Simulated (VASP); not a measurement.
## MgO: single point with r2SCAN

MgO:

```
O Mg
1.0
     0.00000    8.42881    8.42881
     8.42881    0.00000    8.42881
     8.42881    8.42881    0.00000
O Mg
64 64
Direct
  0.37500 0.12500 0.12500
  0.87500 0.12500 0.12500
  0.12500 0.37500 0.37500
  0.37500 0.62500 0.12500
  0.37500 0.12500 0.62500
  0.62500 0.37500 0.37500
  0.87500 0.62500 0.12500
  0.87500 0.12500 0.62500
  0.12500 0.87500 0.37500
  0.12500 0.37500 0.87500
  0.37500 0.62500 0.62500
  0.62500 0.87500 0.37500
  0.62500 0.37500 0.87500
  0.87500 0.62500 0.62500
  0.12500 0.87500 0.87500
  0.62500 0.87500 0.87500
  0.12500 0.37500 0.12500
  0.37500 0.12500 0.37500
  0.62500 0.37500 0.12500
  0.87500 0.12500 0.37500
  0.12500 0.87500 0.12500
  0.12500 0.37500 0.62500
  0.37500 0.62500 0.37500
  0.62500 0.87500 0.12500
  0.37500 0.12500 0.87500
  0.62500 0.37500 0.62500
  0.87500 0.62500 0.37500
  0.87500 0.12500 0.87500
  0.12500 0.87500 0.62500
  0.37500 0.62500 0.87500
  0.62500 0.87500 0.62500
  0.87500 0.62500 0.87500
  0.12500 0.12500 0.37500
  0.37500 0.37500 0.12500
  0.62500 0.12500 0.37500
  0.87500 0.37500 0.12500
  0.12500 0.62500 0.37500
  0.37500 0.87500 0.12500
  0.12500 0.12500 0.87500
  0.37500 0.37500 0.62500
  0.62500 0.62500 0.37500
  0.87500 0.87500 0.12500
  0.62500 0.12500 0.87500
  0.87500 0.37500 0.62500
  0.12500 0.62500 0.87500
  0.37500 0.87500 0.62500
  0.62500 0.62500 0.87500
  0.87500 0.87500 0.62500
  0.12500 0.12500 0.12500
  0.62500 0.12500 0.12500
  0.12500 0.62500 0.12500
  0.12500 0.12500 0.62500
  0.37500 0.37500 0.37500
  0.62500 0.62500 0.12500
  0.62500 0.12500 0.62500
  0.87500 0.37500 0.37500
  0.12500 0.62500 0.62500
  0.37500 0.87500 0.37500
  0.37500 0.37500 0.87500
  0.62500 0.62500 0.62500
  0.87500 0.87500 0.37500
  0.87500 0.37500 0.87500
  0.37500 0.87500 0.87500
  0.87500 0.87500 0.87500
  0.00000 0.00000 0.00000
  0.50000 0.00000 0.00000
  0.00000 0.50000 0.00000
  0.00000 0.00000 0.50000
  0.25000 0.25000 0.25000
  0.50000 0.50000 0.00000
  0.50000 0.00000 0.50000
  0.75000 0.25000 0.25000
  0.00000 0.50000 0.50000
  0.25000 0.75000 0.25000
  0.25000 0.25000 0.75000
  0.50000 0.50000 0.50000
  0.75000 0.75000 0.25000
  0.75000 0.25000 0.75000
  0.25000 0.75000 0.75000
  0.75000 0.75000 0.75000
  0.00000 0.00000 0.25000
  0.25000 0.25000 0.00000
  0.50000 0.00000 0.25000
  0.75000 0.25000 0.00000
  0.00000 0.50000 0.25000
  0.25000 0.75000 0.00000
  0.00000 0.00000 0.75000
  0.25000 0.25000 0.50000
  0.50000 0.50000 0.25000
  0.75000 0.75000 0.00000
  0.50000 0.00000 0.75000
  0.75000 0.25000 0.50000
  0.00000 0.50000 0.75000
  0.25000 0.75000 0.50000
  0.50000 0.50000 0.75000
  0.75000 0.75000 0.50000
  0.00000 0.25000 0.00000
  0.25000 0.00000 0.25000
  0.50000 0.25000 0.00000
  0.75000 0.00000 0.25000
  0.00000 0.75000 0.00000
  0.00000 0.25000 0.50000
  0.25000 0.50000 0.25000
  0.50000 0.75000 0.00000
  0.25000 0.00000 0.75000
  0.50000 0.25000 0.50000
  0.75000 0.50000 0.25000
  0.75000 0.00000 0.75000
  0.00000 0.75000 0.50000
  0.25000 0.50000 0.75000
  0.50000 0.75000 0.50000
  0.75000 0.50000 0.75000
  0.25000 0.00000 0.00000
  0.75000 0.00000 0.00000
  0.00000 0.25000 0.25000
  0.25000 0.50000 0.00000
  0.25000 0.00000 0.50000
  0.50000 0.25000 0.25000
  0.75000 0.50000 0.00000
  0.75000 0.00000 0.50000
  0.00000 0.75000 0.25000
  0.00000 0.25000 0.75000
  0.25000 0.50000 0.50000
  0.50000 0.75000 0.25000
  0.50000 0.25000 0.75000
  0.75000 0.50000 0.50000
  0.00000 0.75000 0.75000
  0.50000 0.75000 0.75000
```

- Program: VASP 6.6.1
- Task: single point
- Functional: r2SCAN
- Potentials or basis: VASP PAW PBE potentials, release 64 (O, Mg)
- Cutoff: 520 eV
- k mesh: 1 × 1 × 1
- Occupations: fermi-dirac, width 0.05 eV
- Spin: no spin polarisation

- Pressure: -2.3 GPa
- Band gap on the k mesh: 5.58 eV

Levels at points of the mesh, in eV from the valence-band top:
| k point | band 253 | band 254 | band 255 | band 256 | band 257 | band 258 | band 259 | band 260 |
| --- | --- | --- | --- | --- | --- | --- | --- | --- |
| (0.00, 0.00, 0.00) | -0.35 | 0.00 | 0.00 | 0.00 | 5.58 | 7.96 | 7.96 | 7.96 |

Wall time 85 min on 1 thread of Oxide Virtual Turin-like Processor, on a shared host, peak memory 1.6 GiB.

Caveat: the k points lie up to 0.65 Å⁻¹ apart; the PAW data sets were made with another functional, which shifts forces and pressure a little; an odd mesh through Γ misses points on the zone boundary, where band edges can lie.
